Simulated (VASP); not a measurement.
Write the native input for VASP 6.6.1 that does the following.

```yaml
Task: single point
Functional: PBEsol
Potentials_or_basis: VASP PAW PBE potentials, release 64 (Ni)
Cutoff: 520 eV
k_mesh: 22 × 22 × 22
Occupations: gaussian, width 0.1 eV
Spin: collinear spin, ferromagnetic start
Starting_moments: "[0.5] μB"
Dipole_correction: no
Further_INCAR_settings: ALGO = Normal; EDIFF = 1e-06; NBANDS = 15
```

The structure of Ni lies in POSCAR:

```
Ni
1.0
   -1.3775377809      1.3775377809      1.3775377809
    1.3775377809     -1.3775377809      1.3775377809
    1.3775377809      1.3775377809     -1.3775377809
Ni
1
Direct
    0.0000000000      0.0000000000      0.0000000000
```

This isn't the form of Ni at room conditions, which is fcc.

The input as run:

INCAR

```
  ALGO = Normal
  EDIFF = 1E-6
  ENCUT = 520
  GGA = PS
  ISIF = 2
  ISMEAR = 0
  ISPIN = 2
  LASPH = T
  LCHARG = F
  LMAXMIX = 4
  LORBIT = 11
  LREAL = F
  LWAVE = F
  MAGMOM = 0.5
  NBANDS = 15
  NELM = 150
  PREC = Accurate
  SIGMA = 0.1
```

KPOINTS

```
k-points
0
Gamma
  22 22 22
```

Potentials or basis: VASP PAW PBE potentials, release 64 (Ni).

The run is started by

```bash
$ cat potpaw_PBE.64/Ni/POTCAR > POTCAR
$ mpirun -np 1 vasp_std > vasp.out
```

It gave:

- Pressure: -0.1 GPa
- Net moment: 0.51 μB per cell
- Site moments: Ni +0.52 μB
- Valence electrons inside the program's atomic spheres: Ni 9.39

Caveat: the PAW data sets were made with another functional, which shifts forces and pressure a little.

Run time: 100 s on 1 thread of Intel(R) Xeon(R) Platinum 8259CL CPU @ 2.50GHz (Skylake/Cascade Lake), with other jobs on the host, peak memory 0.19 GiB.
